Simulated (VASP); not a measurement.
Input of a VASP 6.6.1 run:

The input INCAR:

```
SYSTEM = CaO
PREC = Accurate
ENCUT = 520
EDIFF = 1E-7
ISMEAR = 0
SIGMA = 0.05
LREAL = .False.
LASPH = .True.
NELM = 80
ALGO = Normal
ISIF = 2
LWAVE = .False.
LCHARG = .True.
LELF = .True.
LVHAR = .True.
NBANDS = 42
```

The input KPOINTS:

```
Automatic mesh
0
Gamma
  6 6 6
  0 0 0
```

POSCAR

```
CaO
1.0
    4.8980000000      0.0000000000      0.0000000000
    0.0000000000     -4.8980000000      0.0000000000
    0.0000000000      0.0000000000     -4.8980000000
Ca O
4 4
Direct
    0.0000000000      0.5000000000      0.5000000000
    0.5000000000      0.0000000000      0.5000000000
    0.5000000000      0.5000000000      0.0000000000
    0.0000000000      0.0000000000      0.0000000000
    0.5000000000      0.0000000000     -0.0204164965
    0.0000000000      0.5000000000      0.0000000000
    0.0000000000      0.0000000000      0.5000000000
    0.5000000000      0.5000000000      0.5000000000
```

Potentials or basis: VASP PAW LDA potentials, release 64 (Ca_sv, O).

Launch:

```sh
$ cat potpaw_LDA.64/Ca_sv/POTCAR potpaw_LDA.64/O/POTCAR > POTCAR
$ mpirun -np 1 vasp_std > vasp.out
```

Task: Predict the pressure.

Result: -11.1 GPa.

Task: Estimate the largest force.

Result: 0.404 eV/Å.

Task: Predict the band gap on the k mesh.

Result: 3.48 eV.

Stress tensor (GPa, compression positive):
```
-11.20   0.00   0.00
  0.00 -11.20   0.00
  0.00   0.00 -10.97
```

Caveat: the cell differs from its parent crystal (atom 5 (O) moved +0.100 Å towards its neighbour atom 2 (Ca) at 2.449 Å). A k mesh can miss the band edges.
